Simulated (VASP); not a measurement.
# PtSe (wurtzite type) (P6_3mc) in VASP: relaxation of cell and atoms with PBE

Aim: the relaxation of cell and atoms of PtSe (wurtzite type) with PBE.

All numbers are computed with VASP 6.6.1; they aren't measurements. Logs are shortened: lines on timing, memory, paths and dates and some standing lists are left out, and cuts for length are marked.

### 1 The cell of the first run

The structure is hexagonal, space group P6_3mc (No. 186). Conventional cell: a = 4.091 Å, b = 4.091 Å, c = 6.668 Å, α = 90.00°, β = 90.00°, γ = 120.00°. Pt (site symmetry 3m) has 4 Se at 2.50 to 2.51 Å within 3.3 Å. Within 3.3 Å of Se (site symmetry 3m) lie 4 Pt at 2.50 to 2.51 Å.

### 2 Relaxation of cell and atoms, PBE

INCAR reads:

```
SYSTEM = PtSe
ALGO = Normal
EDIFF = 1E-6
EDIFFG = -0.005
ENCUT = 600
GGA = PE
IBRION = 2
ISIF = 3
ISMEAR = -1
LASPH = .True.
LCHARG = .False.
LREAL = .False.
LWAVE = .False.
NELM = 60
NSW = 100
PREC = Accurate
SIGMA = 0.03
```

KPOINTS reads:

```
k-points
0
Gamma
  10 10 6
  0 0 0
```

POSCAR reads:

```
PtSe
1.0
    4.0909595030      0.0000000000      0.0000000000
   -2.0454797515      3.5428748554      0.0000000000
    0.0000000000      0.0000000000      6.6682639899
Pt Se
2 2
Direct
    0.3333333333      0.6666666667      0.0000000000
    0.6666666667      0.3333333333      0.5000000000
    0.3333333333      0.6666666667      0.3760000000
    0.6666666667      0.3333333333      0.8760000000
```

Potentials or basis: VASP PAW PBE potentials, release 64 (Pt, Se).

Command:

```console
$ cat potpaw_PBE.64/Pt/POTCAR potpaw_PBE.64/Se/POTCAR > POTCAR
$ mpirun -np 1 vasp_std > vasp.out
```

OUTCAR:

```text
SYSTEM = PtSe
   EDIFF = 1E-6
   EDIFFG = -0.005
   ENCUT = 600
   GGA = PE
   IBRION = 2
   ISIF = 3
   ISMEAR = -1
   LASPH = .True.
   LREAL = .False.
   NELM = 60
   NSW = 100
   PREC = Accurate

 ion  position               nearest neighbor table
   1  0.333  0.667  0.000-   4 2.50   4 2.50   4 2.50   3 2.51
   2  0.667  0.333  0.500-   3 2.50   3 2.50   3 2.50   4 2.51
   3  0.333  0.667  0.376-   2 2.50   2 2.50   2 2.50   1 2.51
   4  0.667  0.333  0.876-   1 2.50   1 2.50   1 2.50   2 2.51

  LATTYP: Found a hexagonal cell.
 ALAT       =     4.0909595030
 C/A-ratio  =     1.6300000000

  Lattice vectors:

 A1 = (   4.0909595030,   0.0000000000,   0.0000000000)
 A2 = (  -2.0454797515,   3.5428748554,   0.0000000000)
 A3 = (   0.0000000000,   0.0000000000,   6.6682639899)

Analysis of symmetry for initial positions (statically):
=====================================================================
 Subroutine PRICEL returns:
 Original cell was already a primitive cell.

 Routine SETGRP: Setting up the symmetry group for a
 hexagonal supercell.

 Subroutine GETGRP returns: Found 12 space group operations
 (whereof  6 operations were pure point group operations)
 out of a pool of 24 trial point group operations.

The static configuration has the point symmetry C_3v.
 The point group associated with its full space group is C_6v.

Analysis of symmetry for dynamics (positions and initial velocities):
=====================================================================
 Subroutine PRICEL returns:
 Original cell was already a primitive cell.

 Routine SETGRP: Setting up the symmetry group for a
 hexagonal supercell.

 Subroutine GETGRP returns: Found 12 space group operations
 (whereof  6 operations were pure point group operations)
 out of a pool of 24 trial point group operations.

The dynamic configuration has the point symmetry C_3v.
 The point group associated with its full space group is C_6v.

 Subroutine INISYM returns: Found 12 space group operations
 (whereof  6 operations are pure point group operations),
 and found     1 'primitive' translations

----------------------------------------------------------------------------------------

                                     Primitive cell

  volume of cell :      96.6482

  direct lattice vectors                    reciprocal lattice vectors
     4.090959503  0.000000000  0.000000000     0.244441432  0.141128327  0.000000000
    -2.045479751  3.542874855  0.000000000     0.000000000  0.282256653  0.000000000
     0.000000000  0.000000000  6.668263990     0.000000000  0.000000000  0.149964069

  length of vectors
     4.090959503  4.090959503  6.668263990     0.282256653  0.282256653  0.149964069

  position of ions in fractional coordinates (direct lattice)
     0.333333333  0.666666667  0.000000000
     0.666666667  0.333333333  0.500000000
     0.333333333  0.666666667  0.376000000
     0.666666667  0.333333333  0.876000000

  ion indices of the primitive-cell ions
   primitive index   ion index
                 1           1
                 2           2
                 3           3
                 4           4

----------------------------------------------------------------------------------------

 KPOINTS: k-points

Automatic generation of k-mesh.
 Grid dimensions read from file:
 generate k-points for:   10   10    6

 Generating k-lattice:

  Cartesian coordinates                     Fractional coordinates (reciprocal lattice)
     0.024444143  0.014112833  0.000000000     0.100000000  0.000000000  0.000000000
     0.000000000  0.028225665  0.000000000     0.000000000  0.100000000  0.000000000
     0.000000000  0.000000000  0.024994011     0.000000000  0.000000000  0.166666667

  Length of vectors
     0.028225665  0.028225665  0.024994011

  Shift w.r.t. Gamma in fractional coordinates (k-lattice)
     0.000000000  0.000000000  0.000000000

 Subroutine IBZKPT returns following result:
 ===========================================

 Found     56 irreducible k-points:

 Following reciprocal coordinates:
            Coordinates               Weight
  0.000000  0.000000  0.000000      1.000000
  0.100000 -0.000000  0.000000      6.000000
  0.200000 -0.000000  0.000000      6.000000
  0.300000  0.000000  0.000000      6.000000
  0.400000 -0.000000  0.000000      6.000000
  0.500000 -0.000000  0.000000      3.000000
[... 16 lines left out ...]
  0.300000  0.100000  0.166667     24.000000
  0.400000  0.100000  0.166667     24.000000
 [... further k-points ...]
   k-points           NKPTS =     56   k-points in BZ     NKDIM =     56   number of bands    NBANDS=     20
   number of dos      NEDOS =    301   number of ions     NIONS =      4
   total plane-waves  NPLWV =  69984
   dimension x,y,z NGX =    36 NGY =   36 NGZ =   54
   dimension x,y,z NGXF=    72 NGYF=   72 NGZF=  108
   ions per type =               2   2
   NGX,Y,Z   is equivalent  to a cutoff of  14.63, 14.63, 13.46 a.u.
   NGXF,Y,Z  is equivalent  to a cutoff of  29.26, 29.26, 26.93 a.u.
 SYSTEM =  PtSe
   PREC   = accura    normal or accurate (medium, high low for compatibility)
   ISTART =      0    job   : 0-new  1-cont  2-samecut
   ICHARG =      2    charge: 1-file 2-atom 10-const
   ISPIN  =      1    spin polarized calculation?
   LNONCOLLINEAR =      F non collinear calculations
   LSORBIT =      F    spin-orbit coupling
   LASPH  =      T    aspherical Exc in radial PAW
   ENCUT  =  600.0 eV  44.10 Ry    6.64 a.u.   8.17  8.17 13.32*2*pi/ulx,y,z
   NELM   =     60;   NELMIN=  2; NELMDL= -5     # of ELM steps
   EDIFF  = 0.1E-05   stopping-criterion for ELM
   LREAL  =      F    real-space projection
   EDIFFG = -.5E-02   stopping-criterion for IOM
   NSW    =    100    number of steps for IOM
   IBRION =      2    ionic relax: 0-MD 1-quasi-New 2-CG
   NFREE  =      1    steps in history (QN), initial steepest desc. (CG)
   ISIF   =      3    stress and relaxation
   ISYM   =      2    0-nonsym 1-usesym 2-fastsym
   POTIM  = 0.5000    time-step for ionic-motion
   TEBEG  =    0.0;   TEEND  =   0.0 temperature during run
   PSTRESS=    0.0 pullay stress
   NELECT =      32.0000    total number of electrons
   NUPDOWN=      -1.0000    fix difference up-down
   EMIN   =  10.00;   EMAX   =-10.00  energy-range for DOS
   EFERMI =   0.00;   METHOD = LEGACY
   ISMEAR =    -1;   SIGMA  =   0.03  broadening in eV -4-tet -1-fermi 0-gaus
   EFERMI_NEDOS =   21; number of points for ismear=-14 and -15
   IALGO  =     38    algorithm
   IMIX   =      4    mixing-type and parameters
     AMIX     =   0.40;   BMIX     =  1.00
     AMIX_MAG =   1.60;   BMIX_MAG =  1.00
  volume/ion in A,a.u.               =      24.16       163.05
  Fermi-wavevector in a.u.,A,eV,Ry     =   1.132557  2.140223 17.452007  1.282686
  Thomas-Fermi vector in A             =   2.269259
   LORBIT       =      0    0 simple, 1 ext, 2 COOP (PROOUT), +10 PAW based schemes
   GGA     = PE    functional components
   LHFCALC =     F    Hartree Fock is set to
   AEXX    =    0.0000 exact exchange contribution
   IVDW    =     0    specifies the selected vdW correction
   LEPSILON=     F    determine dielectric tensor
   LRPA    =     F    only Hartree local field effects (RPA)
 conjugate gradient relaxation of ions
 non-spin polarized calculation
  energy-cutoff  :      600.00
  volume of cell :       96.65
 maximum number of plane-waves:      3256
 NGX is ok and might be reduce to    36
   NGX = 17   NGY = 17   NGZ = 27

--------------------------------------- Ionic step        1  -------------------------------------------

 number of electron      32.0000001 magnetization

 Free energy of the ion-electron system (eV)
  ---------------------------------------------------
  ext. energy  EPLUGINS =         0.00000000
  ---------------------------------------------------
  free energy    TOTEN  =       -19.02380454 eV

  energy without entropy =      -19.01368727  energy(sigma->0) =      -19.01874590

 E-fermi :   4.5851     XC(G=0):  -9.8362

 val. band max:        4.5418213310   @ k =   0.3000   0.3000   0.3333
 cond. band min:       4.5961338878   @ k =   0.2000  -0.0000   0.0000
 fundamental gap:      0.0543125568
 Fermi energy:         4.5850606255

 k-point     1 :       0.0000    0.0000    0.0000
  band No.  band energies     occupation
      1      -9.8860      2.00000
      2      -9.2602      2.00000
      3      -1.1222      2.00000
      4      -0.6067      2.00000
      5      -0.6067      2.00000
      6      -0.5948      2.00000
[... 12 lines left out ...]
     19       6.7658      0.00000
[... 513 lines left out ...]
      4      -1.1474      2.00000
      5      -0.3479      2.00000
      6      -0.1275      2.00000
[... 12 lines left out ...]
     19       8.2445      0.00000
     20       9.1772      0.00000

 [... further k-points ...]

------------------------ aborting loop because EDIFF is reached ----------------------------------------

  FORCE on cell =-STRESS in cart. coord.  units (eV):
  Direction    XX          YY          ZZ          XY          YZ          ZX
  --------------------------------------------------------------------------------------
  -------------------------------------------------------------------------------------
  Total       -2.3223051     -2.3223051     -1.6694372      0.0000000      0.0000000      0.0000000
  in kB      -38.4978142    -38.4978142    -27.6749523      0.0000000      0.0000000      0.0000000
  external PRESSURE =     -34.8901936 kB  Pullay stress =       0.0000000 kB
[... 95 lines left out ...]
  FREE ENERGIE OF THE ION-ELECTRON SYSTEM (eV)
  ---------------------------------------------------
  free  energy   TOTEN  =       -19.0711555514 eV

  energy  without entropy=      -19.0618301579  energy(sigma->0) =      -19.06649285

[... ionic steps 4 to 19 ...]

--------------------------------------- Ionic step       20  -------------------------------------------

 number of electron      31.9999999 magnetization

------------------------ aborting loop because EDIFF is reached ----------------------------------------

  FORCE on cell =-STRESS in cart. coord.  units (eV):
  Direction    XX          YY          ZZ          XY          YZ          ZX
  --------------------------------------------------------------------------------------
  -------------------------------------------------------------------------------------
  Total        0.0228132      0.0228132     -0.0129914      0.0000000      0.0000000      0.0000000
  in kB        0.4012285      0.4012285     -0.2284862      0.0000000      0.0000000      0.0000000
  external PRESSURE =       0.1913236 kB  Pullay stress =       0.0000000 kB
[... 61 lines left out ...]
  energy  without entropy=      -19.1054670284  energy(sigma->0) =      -19.11223841

--------------------------------------- Ionic step       22  -------------------------------------------

 number of electron      31.9999999 magnetization

 Free energy of the ion-electron system (eV)
  ---------------------------------------------------
  ext. energy  EPLUGINS =         0.00000000
  ---------------------------------------------------
  free energy    TOTEN  =       -19.11902254 eV

  energy without entropy =      -19.10550950  energy(sigma->0) =      -19.11226602

 E-fermi :   5.2407     XC(G=0): -10.1606

 val. band max:        5.2362049772   @ k =   0.5000  -0.0000   0.5000
 cond. band min:       5.2514916256   @ k =   0.4000  -0.0000   0.1667
 fundamental gap:      0.0152866484
 Fermi energy:         5.2407306885

 k-point     1 :       0.0000    0.0000    0.0000
  band No.  band energies     occupation
      1      -9.5512      2.00000
      2      -8.9353      2.00000
      3      -1.1308      2.00000
      4      -0.5215      2.00000
      5      -0.0375      2.00000
      6      -0.0375      2.00000
[... 12 lines left out ...]
     19       7.4634      0.00000
[... 513 lines left out ...]
      4      -0.8697      2.00000
      5      -0.0805      2.00000
      6       0.1581      2.00000
[... 12 lines left out ...]
     19       8.7257      0.00000
     20      10.0992      0.00000

 [... further k-points ...]

------------------------ aborting loop because EDIFF is reached ----------------------------------------

  FORCE on cell =-STRESS in cart. coord.  units (eV):
  Direction    XX          YY          ZZ          XY          YZ          ZX
  --------------------------------------------------------------------------------------
  -------------------------------------------------------------------------------------
  Total        0.0133120      0.0133120      0.0121436     -0.0000000     -0.0000000      0.0000000
  in kB        0.2340734      0.2340734      0.2135278     -0.0000000     -0.0000000      0.0000000
  external PRESSURE =       0.2272248 kB  Pullay stress =       0.0000000 kB
[... 19 lines left out ...]
  FREE ENERGIE OF THE ION-ELECTRON SYSTEM (eV)
  ---------------------------------------------------
  free  energy   TOTEN  =       -19.1190225409 eV

  energy  without entropy=      -19.1055095016  energy(sigma->0) =      -19.11226602

 reached required accuracy - stopping structural energy minimisation
```

It took 15 min on 1 thread of Intel Xeon 6975P-C (Granite Rapids), shared host; peak memory 0.35 GiB.

What came out:

```yaml
Free_energy: -19.1190 eV
Relaxed_volume: 22.78 Å³/atom
Relaxed_cell: a = 3.852 Å, b = 3.852 Å, c = 7.092 Å, α = 90.00°, β = 90.00°, γ = 120.00°
Space_group_after_relaxing_to_0.1_Å: P6_3mc (No. 186)
Energy_gained_by_relaxing: 23.8 meV/atom
Ionic_steps: 22
Pressure_after_relaxing: 0.0 GPa
Band_gap_on_the_k_mesh: zero (bands 16 and 17 overlap by 1.96 eV)
```

Forces on the atoms (eV/Å):
```
Pt   0.000  0.000 -0.002
Pt   0.000  0.000 -0.002
Se   0.000  0.000  0.002
Se   0.000  0.000  0.002
```

The path:
```tsv
step	energy change (eV)	largest force (eV/Å)	pressure (GPa)	volume (Å³)
1	0.0000	0.1302	-3.49	96.65
2	-0.0125	0.1410	3.81	89.47
3	-0.0474	0.1333	0.15	92.67
4	-0.0534	0.1160	0.11	92.66
5	-0.0663	0.0479	-0.01	92.63
6	-0.0828	0.0902	-0.50	92.47
7	-0.0458	0.4343	-2.38	91.80
8	-0.0851	0.1830	-0.86	92.36
9	-0.0893	0.1535	-0.67	92.01
10	-0.0940	0.0875	-0.24	91.25
11	-0.0944	0.0592	-0.07	90.94
12	-0.0945	0.0534	-0.03	90.88
13	-0.0947	0.0448	-0.03	90.92
14	-0.0951	0.0172	-0.03	91.04
15	-0.0950	0.0384	-0.03	91.27
16	-0.0952	0.0070	-0.03	91.14
17	-0.0952	0.0049	-0.04	91.13
18	-0.0952	0.0059	-0.03	91.08
19	-0.0952	0.0030	-0.03	91.12
20	-0.0952	0.0027	0.02	91.10
21	-0.0952	0.0021	0.05	91.08
22	-0.0952	0.0022	0.02	91.12
```

Final structure:
```yaml
crystal:
  lattice:
    - [3.85159, 0.00000, 0.00000]
    - [-1.92579, 3.33557, 0.00000]
    - [0.00000, 0.00000, 7.09240]
  atoms:
    - { symbol: Pt, position: [0.33333, 0.66667, 0.01262] }
    - { symbol: Pt, position: [0.66667, 0.33333, 0.51262] }
    - { symbol: Se, position: [0.33333, 0.66667, 0.36338] }
    - { symbol: Se, position: [0.66667, 0.33333, 0.86338] }
```

Levels at points of the mesh, in eV from the Fermi level:
```
           k point  band 14  band 15  band 16  band 17  band 18  band 19
(0.00, 0.00, 0.00)     0.57     0.61     0.61     1.98     2.22     2.22
(0.50, 0.00, 0.00)    -2.18    -1.79    -1.09    -0.29     1.08     3.27
(0.00, 0.00, 0.50)    -1.28     1.33     1.33     1.33     1.33     2.91
(0.50, 0.00, 0.50)    -2.36    -0.79    -0.79     0.00     0.00     3.38
```

Caveat: spin-orbit coupling is left out, which moves the levels of the heavy elements.
